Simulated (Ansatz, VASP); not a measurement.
## Two plane-wave programs on ZnO

Contents of INCAR:

```
PREC = Accurate
ENCUT = 520
EDIFF = 1E-6
ISMEAR = 0
SIGMA = 0.01
LREAL = False
LASPH = True
NELM = 60
ALGO = Normal
ISIF = 2
LWAVE = False
LCHARG = False
GGA = PE
NBANDS = 26
```

KPOINTS

```
Automatic mesh
0
Gamma
  9 9 4
```

POSCAR

```
ZnO
1.0
    3.2795251916      0.0000000000      0.0000000000
   -1.6397625958      2.8401521283      0.0000000000
    0.0000000000      0.0000000000      5.2931629191
Zn O
2 2
Direct
    0.3333333333      0.6666666667      0.4999596408
    0.6666666667      0.3333333333     -0.0000403592
    0.6666666667      0.3333333333      0.3790503592
    0.3333333333      0.6666666667      0.8790503592
```

Input for Ansatz:

```yaml
crystal:
  lattice:
    - [3.2795251916, 0.0, 0.0]
    - [-1.6397625958, 2.8401521283, 0.0]
    - [0.0, 0.0, 5.2931629191]
  atoms:
    - { symbol: Zn, position: [0.3333333333, 0.6666666667, 0.4999596408] }
    - { symbol: Zn, position: [0.6666666667, 0.3333333333, -4.03592e-05] }
    - { symbol: O, position: [0.6666666667, 0.3333333333, 0.3790503592] }
    - { symbol: O, position: [0.3333333333, 0.6666666667, 0.8790503592] }
kpoints:
  mp_grid: { grid: [9, 9, 4] }
hamiltonian:
  xc: pbe
scf:
  occupations: { method: fixed }
  n_extra_bands: 5
output:
  forces: true
  stress: true
  eigenvalues: true
```

Alike in both runs: task single point; functional PBE; k mesh 9 × 9 × 4; no spin polarisation.

```csv
,VASP,Ansatz
version,VASP 6.6.1,Ansatz 0.2.0
potentials or method,"VASP PAW PBE potentials, release 64 (Zn, O)","plane waves, PAW"
plane-wave cutoff (eV),520,420
occupations,"gaussian, width 0.01 eV",fixed
valence electrons in the cell,36,36
```

VASP gave:

| Property | Result |
| --- | --- |
| gap on the k mesh at the Fermi level (eV) | 0.73 |
| pressure (GPa) | 0.9 |

Task: What did Ansatz give for the same quantities?

Result: gap on the k mesh at the Fermi level (eV): 0.74; pressure (GPa): 0.0.
